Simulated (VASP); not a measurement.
# Mg: single point with PBE

Mg:

```
Mg
1.0
     3.17683    0.00000    0.00000
    -1.58841    2.75121    0.00000
     0.00000    0.00000   10.31886
Mg
4
Cartesian
  1.5884 0.9171 7.7391
  0.0000 0.0000 5.1594
  0.0000 1.8341 2.5797
  0.0000 0.0000 0.0000
```

```
Program             : VASP 6.6.1
Task                : single point
Functional          : PBE
Potentials or basis : VASP PAW PBE potentials, release 64 (Mg)
Cutoff              : 520 eV
k mesh              : 10 × 10 × 3
Occupations         : gaussian, width 0.017 eV
Spin                : no spin polarisation
```

| Item | Value |
| --- | --- |
| Pressure | 0.8 GPa |
| Band gap on the k mesh | zero (band 4 reaches 3.37 eV, above the bottom of band 5 at 1.48 eV) |

Stress tensor (GPa, compression positive):
```
0.38 0.00 0.00
0.00 0.38 0.00
0.00 0.00 1.75
```

Levels at points of the mesh, in eV from the Fermi level:
```tsv
k point	band 1	band 2	band 3	band 4	band 5	band 6	band 7	band 8	band 9
(0.00, 0.00, 0.00)	-7.11	-5.71	-5.70	-1.82	-1.35	4.97	4.98	10.97	10.97
(0.50, 0.00, 0.00)	-2.27	-2.26	-1.20	-1.17	-0.61	-0.58	2.67	2.84	3.35
```

Run time: 20 s on 1 thread of AMD EPYC 7R43 64-Core Processor (Zen 3), on a shared host, peak memory 0.17 GiB.
